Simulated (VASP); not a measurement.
A run of VASP 6.6.1:

Contents of INCAR:

```
ALGO = Normal ; EDIFF = 1E-7
ENCUT = 520 ; GGA = PE
ISIF = 2 ; ISMEAR = -1
LASPH = T ; LCHARG = F
LREAL = F ; LWAVE = F
NBANDS = 11 ; NELM = 100
PREC = Accurate ; SIGMA = 0.06122561905347299
```

KPOINTS

```
k-points
0
Gamma
  24 24 24
```

The input POSCAR:

```
Pd
1.0
    0.0000000000      1.9308504194      1.9308504194
    1.9308504194      0.0000000000      1.9308504194
    1.9308504194      1.9308504194      0.0000000000
Pd
1
Direct
    0.0000000000      0.0000000000      0.0000000000
```

Potentials or basis: VASP PAW PBE potentials, release 64 (Pd).

Launch:

```sh
$ cat potpaw_PBE.64/Pd/POTCAR > POTCAR
$ mpirun -np 1 vasp_std > vasp.out
```

Hardware: 1 thread of Intel(R) Xeon(R) Platinum 8559C (Emerald Rapids), with other jobs on the host.

Question: How long does it take, and how much memory?

Answer: Run time: 27 s on 1 thread of Intel(R) Xeon(R) Platinum 8559C (Emerald Rapids), with other jobs on the host, peak memory 0.17 GiB. Counts: scf iterations 12, k points 413.
